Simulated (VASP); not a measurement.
# TiAl3 (I4/mmm) in VASP: single point with HSE06

Aim: the single point of TiAl3 with HSE06.

All numbers are computed with VASP 6.6.1; they aren't measurements. Logs are shortened: lines on timing, memory, paths and dates and some standing lists are left out, and cuts for length are marked.

### 1 The cell of the first run

Symmetry: I4/mmm, No. 139, tetragonal system. The conventional cell has a = 3.822 Å, b = 3.822 Å, c = 8.561 Å, α = 90.00°, β = 90.00°, γ = 90.00°. Ti (site symmetry 4/mmm) has 12 Al at 2.70 to 2.87 Å within 3.6 Å. Al (site symmetry -4m2) has 8 Al at 2.70 to 2.87 Å and 4 Ti at 2.87 Å within 3.6 Å. Within 3.6 Å of Al (site symmetry 4/mmm) lie 4 Ti at 2.70 Å and 8 Al at 2.87 Å.

### 2 Single point, HSE06

POSCAR reads:

```
TiAl3
1.0
   -1.9111067713      1.9111067713      4.2806687947
    1.9111067713     -1.9111067713      4.2806687947
    1.9111067713      1.9111067713     -4.2806687947
Ti Al
1 3
Direct
    0.0000000000      0.0000000000      0.0000000000
    0.2500000000      0.7500000000      0.5000000000
    0.7500000000      0.2500000000      0.5000000000
    0.5000000000      0.5000000000      0.0000000000
```

INCAR.step1 reads:

```
SYSTEM = TiAl3
ALGO     = Normal         ! electronic algorithm
EDIFF    = 1E-5           ! SCF threshold, eV
ENCUT    = 520            ! plane-wave cutoff, eV
GGA      = PE             ! functional
ISIF     = 2              ! what is computed and relaxed
ISMEAR   = -1             ! smearing method
LASPH    = .TRUE.         ! aspherical terms in the spheres
LCHARG   = .FALSE.        ! write CHGCAR
LREAL    = .FALSE.        ! projectors in reciprocal space
LWAVE    = .TRUE.         ! write WAVECAR
NBANDS   = 18             ! bands
NELM     = 100            ! most SCF steps
PREC     = Accurate       ! precision mode
SIGMA    = 0.1            ! smearing width, eV
```

INCAR.step2 reads:

```
SYSTEM = TiAl3
ALGO     = Normal         ! electronic algorithm
EDIFF    = 1E-6           ! SCF threshold, eV
ENCUT    = 520            ! plane-wave cutoff, eV
GGA      = PE             ! functional
HFSCREEN = 0.2079         ! screening, 1/A
ISIF     = 2              ! what is computed and relaxed
ISMEAR   = -1             ! smearing method
ISTART   = 1            
LASPH    = .TRUE.         ! aspherical terms in the spheres
LCHARG   = .FALSE.        ! write CHGCAR
LHFCALC  = .TRUE.         ! exact exchange
LREAL    = .FALSE.        ! projectors in reciprocal space
LWAVE    = .FALSE.        ! write WAVECAR
NBANDS   = 18             ! bands
NELM     = 100            ! most SCF steps
PREC     = Accurate       ! precision mode
PRECFOCK = Normal       
SIGMA    = 0.1            ! smearing width, eV
```

KPOINTS reads:

```
k-points
0
G
  5 5 5
  0 0 0
```

Potentials or basis: VASP PAW PBE potentials, release 64 (Ti_sv, Al).

Run with:

```console
cat potpaw_PBE.64/Ti_sv/POTCAR potpaw_PBE.64/Al/POTCAR > POTCAR
cp INCAR.step1 INCAR
mpirun -np 1 vasp_std > vasp.out
cp INCAR.step2 INCAR
mpirun -np 1 vasp_std > vasp.out
```

OUTCAR:

```text
SYSTEM = TiAl3
   EDIFF = 1E-6
   ENCUT = 520
   GGA = PE
   HFSCREEN = 0.2079
   ISIF = 2
   ISMEAR = -1
   ISTART = 1
   LASPH = .TRUE.
   LHFCALC = .TRUE.
   LREAL = .FALSE.
   NELM = 100
   PREC = Accurate
   PRECFOCK = Normal

 ion  position               nearest neighbor table
   1  0.000  0.000  0.000-   4 2.70   4 2.70   4 2.70   4 2.70   3 2.87   2 2.87   3 2.87   2 2.87
                             3 2.87   3 2.87   2 2.87   2 2.87
   2  0.250  0.750  0.500-   3 2.70   3 2.70   3 2.70   3 2.70   4 2.87   1 2.87   4 2.87   4 2.87
                             1 2.87   1 2.87   4 2.87   1 2.87
   3  0.750  0.250  0.500-   2 2.70   2 2.70   2 2.70   2 2.70   4 2.87   1 2.87   4 2.87   1 2.87
                             4 2.87   4 2.87   1 2.87   1 2.87
   4  0.500  0.500  0.000-   1 2.70   1 2.70   1 2.70   1 2.70   3 2.87   2 2.87   3 2.87   3 2.87
                             2 2.87   2 2.87   3 2.87   2 2.87

  LATTYP: Found a body centered tetragonal cell.
 ALAT       =     3.8222135426
 C/A-ratio  =     2.2398899208

  Lattice vectors:

 A1 = (  -1.9111067713,   1.9111067713,   4.2806687947)
 A2 = (   1.9111067713,  -1.9111067713,   4.2806687947)
 A3 = (   1.9111067713,   1.9111067713,  -4.2806687947)

Analysis of symmetry for initial positions (statically):
=====================================================================
 Subroutine PRICEL returns:
 Original cell was already a primitive cell.

 Routine SETGRP: Setting up the symmetry group for a
 body centered tetragonal supercell.

 Subroutine GETGRP returns: Found 16 space group operations
 (whereof 16 operations were pure point group operations)
 out of a pool of 16 trial point group operations.

The static configuration has the point symmetry D_4h.

Analysis of symmetry for dynamics (positions and initial velocities):
=====================================================================
 Subroutine PRICEL returns:
 Original cell was already a primitive cell.

 Routine SETGRP: Setting up the symmetry group for a
 body centered tetragonal supercell.

 Subroutine GETGRP returns: Found 16 space group operations
 (whereof 16 operations were pure point group operations)
 out of a pool of 16 trial point group operations.

The dynamic configuration has the point symmetry D_4h.

 Subroutine INISYM returns: Found 16 space group operations
 (whereof 16 operations are pure point group operations),
 and found     1 'primitive' translations

----------------------------------------------------------------------------------------

                                     Primitive cell

  volume of cell :      62.5376

  direct lattice vectors                    reciprocal lattice vectors
    -1.911106771  1.911106771  4.280668795     0.000000000  0.261628501  0.116804178
     1.911106771 -1.911106771  4.280668795     0.261628501  0.000000000  0.116804178
     1.911106771  1.911106771 -4.280668795     0.261628501  0.261628501  0.000000000

  length of vectors
     5.062487878  5.062487878  5.062487878     0.286518217  0.286518217  0.369998575

  position of ions in fractional coordinates (direct lattice)
     0.000000000  0.000000000  0.000000000
     0.250000000  0.750000000  0.500000000
     0.750000000  0.250000000  0.500000000
     0.500000000  0.500000000  0.000000000

  ion indices of the primitive-cell ions
   primitive index   ion index
                 1           1
                 2           2
                 3           3
                 4           4

----------------------------------------------------------------------------------------

 KPOINTS: k-points

Automatic generation of k-mesh.
 Grid dimensions read from file:
 generate k-points for:    5    5    5

 Generating k-lattice:

  Cartesian coordinates                     Fractional coordinates (reciprocal lattice)
     0.000000000  0.052325700  0.023360836     0.200000000  0.000000000  0.000000000
     0.052325700  0.000000000  0.023360836     0.000000000  0.200000000  0.000000000
     0.052325700  0.052325700  0.000000000     0.000000000  0.000000000  0.200000000

  Length of vectors
     0.057303643  0.057303643  0.073999715

  Shift w.r.t. Gamma in fractional coordinates (k-lattice)
     0.000000000  0.000000000  0.000000000

 Subroutine IBZKPT returns following result:
 ===========================================

 Found     18 irreducible k-points:

 Following reciprocal coordinates:
            Coordinates               Weight
  0.000000  0.000000  0.000000      1.000000
  0.200000  0.000000 -0.000000      8.000000
  0.400000  0.000000  0.000000      8.000000
  0.200000  0.200000 -0.000000      8.000000
  0.400000  0.200000 -0.000000     16.000000
 -0.400000  0.200000 -0.000000     16.000000
[... 10 lines left out ...]
 -0.400000  0.400000  0.400000      4.000000
 -0.400000 -0.400000  0.400000      2.000000
   k-points           NKPTS =     18   k-points in BZ     NKDIM =    125   number of bands    NBANDS=     18
   number of dos      NEDOS =    301   number of ions     NIONS =      4
   total plane-waves  NPLWV =  64000
   dimension x,y,z NGX =    40 NGY =   40 NGZ =   40
   dimension x,y,z NGXF=    80 NGYF=   80 NGZF=   80
   ions per type =               1   3
   NGX,Y,Z   is equivalent  to a cutoff of  13.14, 13.14, 13.14 a.u.
   NGXF,Y,Z  is equivalent  to a cutoff of  26.27, 26.27, 26.27 a.u.
 SYSTEM =  TiAl3
   PREC   = accura    normal or accurate (medium, high low for compatibility)
   ISTART =      1    job   : 0-new  1-cont  2-samecut
   ICHARG =      0    charge: 1-file 2-atom 10-const
   ISPIN  =      1    spin polarized calculation?
   LNONCOLLINEAR =      F non collinear calculations
   LSORBIT =      F    spin-orbit coupling
   LASPH  =      T    aspherical Exc in radial PAW
   ENCUT  =  520.0 eV  38.22 Ry    6.18 a.u.   9.41  9.41  9.41*2*pi/ulx,y,z
   NELM   =    100;   NELMIN=  2; NELMDL=  0     # of ELM steps
   EDIFF  = 0.1E-05   stopping-criterion for ELM
   LREAL  =      F    real-space projection
   EDIFFG = 0.1E-04   stopping-criterion for IOM
   NSW    =      0    number of steps for IOM
   IBRION =     -1    ionic relax: 0-MD 1-quasi-New 2-CG
   NFREE  =      0    steps in history (QN), initial steepest desc. (CG)
   ISIF   =      2    stress and relaxation
   ISYM   =      3    0-nonsym 1-usesym 2-fastsym
   POTIM  = 0.5000    time-step for ionic-motion
   TEBEG  =    0.0;   TEEND  =   0.0 temperature during run
   PSTRESS=    0.0 pullay stress
   NELECT =      21.0000    total number of electrons
   NUPDOWN=      -1.0000    fix difference up-down
   EMIN   =  10.00;   EMAX   =-10.00  energy-range for DOS
   EFERMI =   0.00;   METHOD = LEGACY
   ISMEAR =    -1;   SIGMA  =   0.10  broadening in eV -4-tet -1-fermi 0-gaus
   EFERMI_NEDOS =   21; number of points for ismear=-14 and -15
   IALGO  =     38    algorithm
   IMIX   =      1    mixing-type and parameters
     AMIX     =   0.40;   BMIX     =  1.00
     AMIX_MAG =   1.60;   BMIX_MAG =  1.00
  volume/ion in A,a.u.               =      15.63       105.51
  Fermi-wavevector in a.u.,A,eV,Ry     =   1.137891  2.150303 17.616776  1.294796
  Thomas-Fermi vector in A             =   2.274596
   LORBIT       =      0    0 simple, 1 ext, 2 COOP (PROOUT), +10 PAW based schemes
   GGA     = PE    functional components
   LHFCALC =     T    Hartree Fock is set to
   PRECFOCK=normal    Normal, Fast or Accurate (Low or Medium for compatibility)
   ENCUT4O =  -1.0   cutoff for four orbital integrals eV
   NKREDX  =     1    reduce k-point grid by
   NKREDY  =     1    reduce k-point grid by
   NKREDZ  =     1    reduce k-point grid by
   AEXX    =    0.2500 exact exchange contribution
   HFSCREEN=    0.2079 screening length (either q_TF or 0.3 A-1)
   HFSCREENC=   0.2079 screening length for correlation (either q_TF or 0.3 A-1)
   ENCUTFOCK=  -1.0 apply spherical cutoff to Coloumb kernel
   IVDW    =     0    specifies the selected vdW correction
   LEPSILON=     F    determine dielectric tensor
   LRPA    =     F    only Hartree local field effects (RPA)
 non-spin polarized calculation
  energy-cutoff  :      520.00
  volume of cell :       62.54
 maximum number of plane-waves:      1695
 NGX is ok and might be reduce to    40
  NGX = 30; NGY = 30; NGZ = 30

 number of electron      20.9999999 magnetization

 Free energy of the ion-electron system (eV)
  ---------------------------------------------------
  ext. energy  EPLUGINS =         0.00000000
  ---------------------------------------------------
  free energy    TOTEN  =       -23.55764162 eV

  energy without entropy =      -23.50780340  energy(sigma->0) =      -23.53272251

 E-fermi :   8.3286     XC(G=0):  -8.8830

 val. band max:        8.2730455463   @ k =   0.2000   0.0000  -0.0000
 cond. band min:       8.3880615049   @ k =   0.4000   0.2000  -0.0000
 fundamental gap:      0.1150159586
 Fermi energy:         8.3285750854

 k-point     1 :       0.0000    0.0000    0.0000
  band No.  band energies     occupation
      1     -52.9922      2.00000
      2     -27.6773      2.00000
      3     -27.6773      2.00000
      4     -27.6084      2.00000
      5      -3.2739      2.00000
      6       4.9657      2.00000
[... 10 lines left out ...]
     17      12.9365      0.00000
     18      12.9365      0.00000

 k-point     2 :       0.2000    0.0000   -0.0000
  band No.  band energies     occupation
      1     -52.9915      2.00000
      2     -27.6923      2.00000
      3     -27.6758      2.00000
      4     -27.6068      2.00000
      5      -2.7150      2.00000
      6       3.7821      2.00000
[... 10 lines left out ...]
     17      13.1713      0.00000
     18      14.7036      0.00000

 k-point     3 :       0.4000    0.0000    0.0000
  band No.  band energies     occupation
      1     -52.9904      2.00000
      2     -27.7157      2.00000
      3     -27.6737      2.00000
      4     -27.6042      2.00000
      5      -1.1031      2.00000
      6       1.4030      2.00000
[... 286 lines left out ...]
 k-point    17 :      -0.4000    0.4000    0.4000
  band No.  band energies     occupation
      1     -52.9917      2.00000
      2     -27.6935      2.00000
      3     -27.6775      2.00000
      4     -27.6069      2.00000
      5      -1.0202      2.00000
      6      -0.0112      2.00000
[... 10 lines left out ...]
     17      14.7679      0.00000
     18      15.2067      0.00000

 k-point    18 :      -0.4000   -0.4000    0.4000
  band No.  band energies     occupation
      1     -52.9924      2.00000
      2     -27.6794      2.00000
      3     -27.6794      2.00000
      4     -27.6085      2.00000
      5      -1.8756      2.00000
      6       0.1328      2.00000
[... 10 lines left out ...]
     17      14.8389      0.00000
     18      14.9510      0.00000

------------------------ aborting loop because EDIFF is reached ----------------------------------------

  FORCE on cell =-STRESS in cart. coord.  units (eV):
  Direction    XX          YY          ZZ          XY          YZ          ZX
  --------------------------------------------------------------------------------------
  -------------------------------------------------------------------------------------
  Total       -0.0111514     -0.0111514      0.1148059      0.0000000      0.0000000      0.0000000
  in kB       -0.2856914     -0.2856914      2.9412599      0.0000000      0.0000000      0.0000000
  external PRESSURE =       0.7899590 kB  Pullay stress =       0.0000000 kB

 VOLUME and BASIS-vectors are now :
 -----------------------------------------------------------------------------
  energy-cutoff  :      520.00
  volume of cell :       62.54
      direct lattice vectors                 reciprocal lattice vectors
    -1.911106771  1.911106771  4.280668795     0.000000000  0.261628501  0.116804178
     1.911106771 -1.911106771  4.280668795     0.261628501  0.000000000  0.116804178
     1.911106771  1.911106771 -4.280668795     0.261628501  0.261628501  0.000000000

 POSITION                                       TOTAL-FORCE (eV/Angst)
 -----------------------------------------------------------------------------------
      0.00000      0.00000      0.00000         0.000000     -0.000000      0.000000
      1.91111      0.00000      2.14033         0.000000     -0.000000      0.000000
      0.00000      1.91111      2.14033         0.000000     -0.000000      0.000000
      0.00000      0.00000      4.28067        -0.000000      0.000000     -0.000000
 -----------------------------------------------------------------------------------
    total drift:                               -0.000003     -0.000000     -0.000062

  FREE ENERGIE OF THE ION-ELECTRON SYSTEM (eV)
  ---------------------------------------------------
  free  energy   TOTEN  =       -23.5576416227 eV

  energy  without entropy=      -23.5078033962  energy(sigma->0) =      -23.53272251
```

Run time: 1.7 h. Hardware: 1 thread of AMD EPYC 7R43 (Zen 3), shared host; peak memory 0.32 GiB.

What came out:

```
Free energy            : -23.5576 eV
Pressure               : 0.1 GPa
Band gap on the k mesh : zero (an odd number of electrons rules out a gap without spin polarisation)
```

Caveat: the k points lie up to 0.36 Å⁻¹ apart, too coarse for converged energies and pressures of a metal; the PAW data sets were made with another functional, which shifts forces and pressure a little.
